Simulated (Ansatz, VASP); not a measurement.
## SnO2 in VASP and in Ansatz

```
Sn O
1.0
     5.10367    0.00000    0.00000
     0.00000    5.10369    0.00000
     0.00000    0.00000    3.24491
Sn O
2 4
Direct
  0.50000 0.50000 0.50000
  0.00000 0.00000 0.00000
  0.31157 0.31158 0.00000
  0.81157 0.18842 0.50000
  0.18843 0.81158 0.50000
  0.68843 0.68842 0.00000
```

Alike in both runs: functional PBE; k mesh 6 × 6 × 10; occupations gaussian, width 0.05 eV; no spin polarisation.

Ansatz relaxed the structure, and its values are those at the end. VASP's run is a single point on that final structure, the one shown.

|  | VASP | Ansatz |
| --- | --- | --- |
| version | VASP 6.6.1 | Ansatz 0.2.0 |
| potentials or method | VASP PAW PBE potentials, release 64 (Sn_d, O), cutoff 520 eV | scalar-relativistic, plane waves, PAW |
| valence electrons in the cell | 52 | 52 |

VASP gave:

```
gap on the k mesh at the Fermi level (eV) : 0.01
least direct gap on the mesh (eV)         : 0.01
pressure (GPa)                            : -12.0
rms of the force components (eV/Å)        : 0.023
```

What did Ansatz give for the same quantities?

gap on the k mesh at the Fermi level (eV): 0.02; least direct gap on the mesh (eV): 0.02; pressure (GPa): -12.4; rms of the force components (eV/Å): 0.004.

With one functional, cell and mesh, what is left measures potentials, basis and numerics. Ansatz's warnings: stress scf threshold loose.
